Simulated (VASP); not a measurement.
A run of VASP 6.6.1 is set up as follows.

File INCAR:

```
ALGO = Normal ; EDIFF = 1E-6
ENCUT = 520 ; GGA = PE
ISIF = 2 ; ISMEAR = 0
LASPH = True ; LCHARG = False
LREAL = False ; LWAVE = False
NBANDS = 28 ; NELM = 60
PREC = Accurate ; SIGMA = 0.02
```

The input KPOINTS:

```
k-points
0
Gamma
  8 8 8
```

POSCAR

```
SrTiO3
1.0
    3.8560467929      0.0000000000      0.0000000000
    0.0000000000      3.8560467929      0.0000000000
    0.0000000000      0.0000000000      3.8560467929
Sr Ti O
1 1 3
Direct
    0.5000000000      0.5000000000      0.5000000000
    0.0000000000      0.0000000000      0.0000000000
    0.5000000000      0.0000000000      0.0000000000
    0.0000000000      0.5000000000      0.0000000000
    0.0000000000      0.0000000000      0.5000000000
```

Potentials or basis: VASP PAW PBE potentials, release 64 (Sr_sv, Ti_sv, O).

Run with:

```sh
$ cat potpaw_PBE.64/Sr_sv/POTCAR potpaw_PBE.64/Ti_sv/POTCAR potpaw_PBE.64/O/POTCAR > POTCAR
$ mpirun -np 1 vasp_std > vasp.out
```

What does it give for the pressure?

12.8 GPa.

What does it give for the band gap on the k mesh?

1.93 eV, indirect (least direct gap 2.26 eV).

 A k mesh can miss the band edges.
